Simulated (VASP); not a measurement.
# Fe4Si (Fmmm) in VASP: further runs

Runs on Fe4Si. Level: PBEsol. Tasks: single point.

All numbers are computed with VASP 6.6.1; they aren't measurements. Logs are shortened: lines on timing, memory, paths and dates and some standing lists are left out, and cuts for length are marked.

### Step 1. The cell of the first run

It takes space group Fmmm (No. 69, orthorhombic). The conventional cell has a = 3.044 Å, b = 4.055 Å, c = 18.933 Å, α = 90.00°, β = 90.00°, γ = 90.00°. Fe (site symmetry mm2) has 4 Si at 2.34 to 2.70 Å and 10 Fe at 2.49 to 3.04 Å within 3.1 Å. Within 3.3 Å of Fe (site symmetry mm2) lie 14 Fe at 2.49 to 3.04 Å. Within 3.1 Å of Si (site symmetry mmm) lie 8 Fe at 2.34 to 2.70 Å and 6 Si at 2.54 to 3.04 Å.

### Step 2. Single point, PBEsol, collinear spin, ferromagnetic start

File INCAR:

```
SYSTEM = Fe4Si
PREC = Accurate
ENCUT = 520
EDIFF = 1E-7
ISMEAR = -1
SIGMA = 0.05
LREAL = .FALSE.
LASPH = .TRUE.
NELM = 150
ALGO = Normal
ISIF = 2
LWAVE = .FALSE.
LCHARG = .FALSE.
ISPIN = 2
MAGMOM = 1.5 1.5 1.5 1.5 0
LORBIT = 11
NUPDOWN = 6.0
LMAXMIX = 4
GGA = PS
NBANDS = 30
```

File KPOINTS:

```
regular mesh
0
G
  9 9 9
  0 0 0
```

File POSCAR:

```
Fe4Si
1.0
    0.0000000000      2.0276100000      9.4663410000
    1.5219040000      0.0000000000      9.4663410000
    1.5219040000      2.0276100000      0.0000000000
Fe Si
4 1
Direct
    0.5940690000      0.5940690000      0.4059310000
    0.1979710000      0.1979710000      0.8020290000
    0.8020290000      0.8020290000      0.1979710000
    0.4059310000      0.4059310000      0.5940690000
    0.0000000000      0.0000000000      0.0000000000
```

Potentials or basis: VASP PAW PBE potentials, release 64 (Fe, Si).

On the command line:

```bash
cat potpaw_PBE.64/Fe/POTCAR potpaw_PBE.64/Si/POTCAR > POTCAR
mpirun -np 1 vasp_std > vasp.out
```

OUTCAR:

```text
SYSTEM = Fe4Si
   PREC = Accurate
   ENCUT = 520
   EDIFF = 1E-7
   ISMEAR = -1
   LREAL = .FALSE.
   LASPH = .TRUE.
   NELM = 150
   ISIF = 2
   ISPIN = 2
   LORBIT = 11
   NUPDOWN = 6.0
   GGA = PS

 ion  position               nearest neighbor table
   1  0.594  0.594  0.406-   5 2.34   5 2.34   2 2.49   2 2.49   5 2.70   5 2.70   2 2.83   2 2.83

   2  0.198  0.198  0.802-   1 2.49   1 2.49   3 2.49   3 2.49   1 2.83   1 2.83   3 2.83   3 2.83

   3  0.802  0.802  0.198-   4 2.49   4 2.49   2 2.49   2 2.49   4 2.83   4 2.83   2 2.83   2 2.83

   4  0.406  0.406  0.594-   5 2.34   5 2.34   3 2.49   3 2.49   5 2.70   5 2.70   3 2.83   3 2.83

   5  0.000  0.000  0.000-   1 2.34   1 2.34   4 2.34   4 2.34   4 2.70   1 2.70   1 2.70   4 2.70

  LATTYP: Found a face centered orthorhombic cell.
 ALAT       =     3.0438080000
 B/A-ratio  =     1.3322850850
 C/A-ratio  =     6.2200644719

  Lattice vectors:

 A1 = (   0.0000000000,   2.0276100000,   9.4663410000)
 A2 = (   1.5219040000,   0.0000000000,   9.4663410000)
 A3 = (   1.5219040000,   2.0276100000,   0.0000000000)

Analysis of symmetry for initial positions (statically):
=====================================================================
 Subroutine PRICEL returns:
 Original cell was already a primitive cell.

 Routine SETGRP: Setting up the symmetry group for a
 face centered orthorhombic supercell.

 Subroutine GETGRP returns: Found  8 space group operations
 (whereof  8 operations were pure point group operations)
 out of a pool of  8 trial point group operations.

The static configuration has the point symmetry D_2h.

Analysis of symmetry for dynamics (positions and initial velocities):
=====================================================================
 Subroutine PRICEL returns:
 Original cell was already a primitive cell.

 Routine SETGRP: Setting up the symmetry group for a
 face centered orthorhombic supercell.

 Subroutine GETGRP returns: Found  8 space group operations
 (whereof  8 operations were pure point group operations)
 out of a pool of  8 trial point group operations.

The dynamic configuration has the point symmetry D_2h.

Analysis of structural, dynamic, and magnetic symmetry:
=====================================================================
 Subroutine PRICEL returns:
 Original cell was already a primitive cell.

[... 134 lines left out ...]
  volume/ion in A,a.u.               =      11.68        78.85
  Fermi-wavevector in a.u.,A,eV,Ry     =   1.393096  2.632570 26.405052  1.940717
  Thomas-Fermi vector in A             =   2.516775
   LORBIT       =     11    0 simple, 1 ext, 2 COOP (PROOUT), +10 PAW based schemes
   GGA     = PS    functional components
   LHFCALC =     F    Hartree Fock is set to
   AEXX    =    0.0000 exact exchange contribution
   IVDW    =     0    specifies the selected vdW correction
   LEPSILON=     F    determine dielectric tensor
   LRPA    =     F    only Hartree local field effects (RPA)
 spin polarized calculation
  energy-cutoff  :      520.00
  volume of cell :       58.42
 maximum number of plane-waves:      1601
   NGX = 35   NGY = 35   NGZ =  9

 number of electron      36.0000007 magnetization       6.0000002

 Free energy of the ion-electron system (eV)
  ---------------------------------------------------
  ext. energy  EPLUGINS =         0.00000000
  ---------------------------------------------------
  free energy    TOTEN  =       -41.34294168 eV

  energy without entropy =      -41.28400192  energy(sigma->0) =      -41.31347180

 E-fermi :   7.2105     XC(G=0): -12.9174

 val. band max:        7.2043159433   @ k =  -0.4444   0.3333   0.1111
 cond. band min:       6.6845879838   @ k =  -0.1111   0.2222   0.1111
 fundamental gap:     -0.5197279595
 Fermi energy:         6.6844765128

 spin component 1

 k-point     1 :       0.0000    0.0000    0.0000
  band No.  band energies     occupation
      1      -6.2197      1.00000
      2      -0.8693      1.00000
      3      -0.5018      1.00000
      4       2.0273      1.00000
      5       2.4585      1.00000
      6       3.6537      1.00000
[... 781 lines left out ...]
     29      17.1149      0.00000
     30      18.5292      0.00000

 [... further k-points ...]

 spin component 2

 k-point     1 :       0.0000    0.0000    0.0000
  band No.  band energies     occupation
      1      -6.3024      1.00000
      2      -0.7857      1.00000
      3      -0.3438      1.00000
      4       2.7298      1.00000
      5       2.9457      1.00000
      6       4.8300      1.00000
[... 781 lines left out ...]
     29      17.0044      0.00000
     30      18.9492      0.00000

 [... further k-points ...]
[... 5 lines left out ...]
  --------------------------------------------------------------------------------------
  -------------------------------------------------------------------------------------
  Total       -5.7139914     -6.2561135     -6.9687769     -0.0000000      0.0000000      0.0000000
  in kB     -156.6990409   -171.5660612   -191.1099592     -0.0000000      0.0000000      0.0000000
  external PRESSURE =    -173.1250204 kB  Pullay stress =       0.0000000 kB

 VOLUME and BASIS-vectors are now :
 -----------------------------------------------------------------------------
  energy-cutoff  :      520.00
  volume of cell :       58.42
      direct lattice vectors                 reciprocal lattice vectors
     0.000000000  2.027610000  9.466341000    -0.328535834  0.246595746  0.052818718
     1.521904000  0.000000000  9.466341000     0.328535834 -0.246595746  0.052818718
     1.521904000  2.027610000  0.000000000     0.328535834  0.246595746 -0.052818718

 POSITION                                       TOTAL-FORCE (eV/Angst)
 -----------------------------------------------------------------------------------
      1.52190      2.02761     11.24732         0.000000      0.000000      0.127988
      1.52190      2.02761      3.74812         0.000000      0.000000     -0.040453
      1.52190      2.02761     15.18456         0.000000      0.000000      0.040453
      1.52190      2.02761      7.68536         0.000000      0.000000     -0.127988
      0.00000      0.00000      0.00000         0.000000      0.000000      0.000000
 -----------------------------------------------------------------------------------
    total drift:                               -0.000000     -0.000000      0.000000

  FREE ENERGIE OF THE ION-ELECTRON SYSTEM (eV)
  ---------------------------------------------------
  free  energy   TOTEN  =       -41.3429416831 eV

  energy  without entropy=      -41.2840019194  energy(sigma->0) =      -41.31347180

 total charge

# of ion       s       p       d       tot
------------------------------------------
    1        0.455   0.535   6.378   7.368
    2        0.458   0.485   6.188   7.131
    3        0.458   0.485   6.188   7.131
    4        0.455   0.535   6.378   7.368
    5        0.736   0.886   0.000   1.622
--------------------------------------------------
tot          2.562   2.927  25.132  30.620

 magnetization (x)

# of ion       s       p       d       tot
------------------------------------------
    1       -0.008  -0.029   1.090   1.053
    2       -0.010  -0.047   2.073   2.016
    3       -0.010  -0.047   2.073   2.016
    4       -0.008  -0.029   1.090   1.053
    5       -0.011  -0.042   0.000  -0.053
--------------------------------------------------
tot         -0.048  -0.195   6.326   6.083
```

OSZICAR:

```text
N       E                     dE             d eps       ncg     rms          rms(c)
DAV:   1     0.252359292103E+03    0.25236E+03   -0.14757E+04 15008   0.143E+03
DAV:   2    -0.313060462790E+02   -0.28367E+03   -0.26631E+03 15000   0.318E+02
DAV:   3    -0.472840849547E+02   -0.15978E+02   -0.14524E+02 17126   0.100E+02
[... 13 lines left out ...]
DAV:  17    -0.413429408213E+02   -0.11437E-05   -0.13167E-05 21124   0.346E-02    0.165E-02
DAV:  18    -0.413429413980E+02   -0.57670E-06   -0.42193E-06 24658   0.236E-02    0.561E-03
DAV:  19    -0.413429415671E+02   -0.16913E-06   -0.80357E-07 18686   0.791E-03    0.228E-03
DAV:  20    -0.413429416701E+02   -0.10301E-06   -0.10811E-07  8652   0.316E-03    0.108E-03
DAV:  21    -0.413429416831E+02   -0.13037E-07   -0.31725E-08  8184   0.236E-03
   1 F= -.41342942E+02 E0= -.41313472E+02  d E =-.589398E-01  mag=     6.0000
```

stdout:

```text
POSCAR found type information on POSCAR FeSi
 POSCAR found :  2 types and       5 ions
 scaLAPACK will be used
 -----------------------------------------------------------------------------
|                                                                             |
|                                                                             |
|     You enforced a specific xc type in the INCAR file but a different       |
|     I HOPE YOU KNOW WHAT YOU ARE DOING!                                     |
|                                                                             |
 -----------------------------------------------------------------------------

 LDA part: xc-table for (Slater+PW92), standard interpolation
 POSCAR, INCAR and KPOINTS ok, starting setup
 FFT: planning ... GRIDC
 FFT: planning ... GRID_SOFT
 FFT: planning ... GRID
 WAVECAR not read
 entering main loop
```

Run time: 23 min. Hardware: 1 thread of Intel Xeon Platinum 8259CL at 2.50GHz (Skylake/Cascade Lake), shared host; peak memory 0.59 GiB.

Results:

```
Free energy                                           : -41.3429 eV
Pressure                                              : -17.3 GPa
Largest force                                         : 0.128 eV/Å
Net moment                                            : 6.00 μB per cell
Site moments                                          : Fe +1.05, +2.02 (each value once); Si -0.05 μB
Valence electrons inside the program's atomic spheres : Fe 7.37, 7.13 (each value once); Si 1.62
```

Forces in eV/Å, atoms in the order of the input:
```
Fe   0.000  0.000  0.128
Fe   0.000  0.000 -0.040
Fe   0.000  0.000  0.040
Fe   0.000  0.000 -0.128
Si   0.000  0.000  0.000
```

Caveat: the cell stands under tension; the PAW data sets were made with another functional, which shifts forces and pressure a little; the total moment is fixed, so each spin has its own Fermi level.

### Step 3. Single point, PBEsol, collinear spin, ferromagnetic start

File INCAR:

```
PREC = Accurate ; ENCUT = 520
EDIFF = 1E-6 ; ISMEAR = -1
SIGMA = 0.05 ; LREAL = F
LASPH = T ; NELM = 150
ALGO = Normal ; ISIF = 2
LWAVE = F ; LCHARG = T
ISPIN = 2 ; MAGMOM = 4.5 4.5 4.5 4.5 0
LORBIT = 11 ; NUPDOWN = 18.0
LMAXMIX = 4 ; GGA = PS
LELF = T ; LVHAR = T
NBANDS = 30
```

File KPOINTS:

```
Automatic mesh
0
Gamma
  9 9 9
```

POSCAR is that of step 2.

Potentials or basis: VASP PAW PBE potentials, release 64 (Fe, Si).

On the command line:

```bash
cat potpaw_PBE.64/Fe/POTCAR potpaw_PBE.64/Si/POTCAR > POTCAR
mpirun -np 1 vasp_std > vasp.out
```

It took 18 min on 1 thread of AMD EPYC 9R45 (Zen 5), shared host; peak memory 0.56 GiB.

Results (log left out):

* Free energy: -27.4926 eV
* Pressure: 63.7 GPa
* Largest force: 2.276 eV/Å
* Net moment: 18.00 μB per cell
* Site moments: Fe +4.02, +3.94 (each value once); Si +0.49 μB
* Valence electrons inside the program's atomic spheres: Fe 7.21, 7.11 (each value once); Si 1.76

Forces on the atoms (eV/Å):
```
Fe   0.000  0.000  2.276
Fe   0.000  0.000 -0.071
Fe   0.000  0.000  0.071
Fe   0.000  0.000 -2.276
Si   0.000  0.000  0.000
```

Stress tensor (GPa, compression positive):
```
68.80  0.00  0.00
 0.00 49.62  0.00
 0.00  0.00 72.53
```

Caveat: the cell stands under pressure; the PAW data sets were made with another functional, which shifts forces and pressure a little; the total moment is fixed, so each spin has its own Fermi level.

### Step 4. Single point, PBEsol, collinear spin, ferromagnetic start

File INCAR:

```
PREC = Accurate
ENCUT = 520
EDIFF = 1E-6
ISMEAR = -1
SIGMA = 0.05
LREAL = False
LASPH = True
NELM = 150
ALGO = Normal
ISIF = 2
LWAVE = False
LCHARG = False
ISPIN = 2
MAGMOM = 3 3 3 3 0
LORBIT = 11
NUPDOWN = 12.0
LMAXMIX = 4
GGA = PS
NBANDS = 30
```

KPOINTS is that of step 3.

POSCAR is that of step 3.

On the command line:

```bash
cat potpaw_PBE.64/Fe/POTCAR potpaw_PBE.64/Si/POTCAR > POTCAR
mpirun -np 1 vasp_std > vasp.out
```

Run time: 18 min. Hardware: 1 thread of Intel Xeon Platinum 8375C at 2.90GHz (Ice Lake), shared host; peak memory 0.58 GiB.

It converged, with:

```yaml
Free_energy: -40.3696 eV
Pressure: 9.0 GPa
Largest_force: 0.740 eV/Å
Net_moment: 12.00 μB per cell
Site_moments: Fe +2.75, +3.07 (each value once); Si +0.06 μB
Valence_electrons_inside_the_program's_atomic_spheres: Fe 7.32, 7.12 (each value once); Si 1.69
```

Forces on the atoms (eV/Å):
```
Fe   0.000  0.000  0.740
Fe   0.000  0.000  0.015
Fe   0.000  0.000 -0.015
Fe   0.000  0.000 -0.740
Si   0.000  0.000  0.000
```

Stress tensor (GPa, compression positive):
```
 9.87  0.00  0.00
 0.00  4.73  0.00
 0.00  0.00 12.42
```

Caveat: the cell stands under pressure; the PAW data sets were made with another functional, which shifts forces and pressure a little; the total moment is fixed, so each spin has its own Fermi level.

### Step 5. Summary

| fixed moment (μB) | pressure (GPa) | moment (μB) | largest force (eV/Å) |
| --- | --- | --- | --- |
| 6.0 | -17.3 | 6.00 | 0.13 |
| 18.0 | 63.7 | 18.00 | 2.28 |
| 12.0 | 9.0 | 12.00 | 0.74 |

Alike in all rows: task single point; level PBEsol; potentials or basis VASP PAW PBE potentials, release 64 (Fe, Si); spin collinear, ferromagnetic start; cell as given; k mesh 9 × 9 × 9; cutoff (eV) 520; smearing fermi-dirac 0.05 eV.

Caveats: the PAW data sets were made with another functional, which shifts forces and pressure a little; the total moment is fixed, so each spin has its own Fermi level; the cell stands under pressure (at least some runs); the cell stands under tension (at least some runs).

Absolute energies hang on the potentials; compare differences alone.
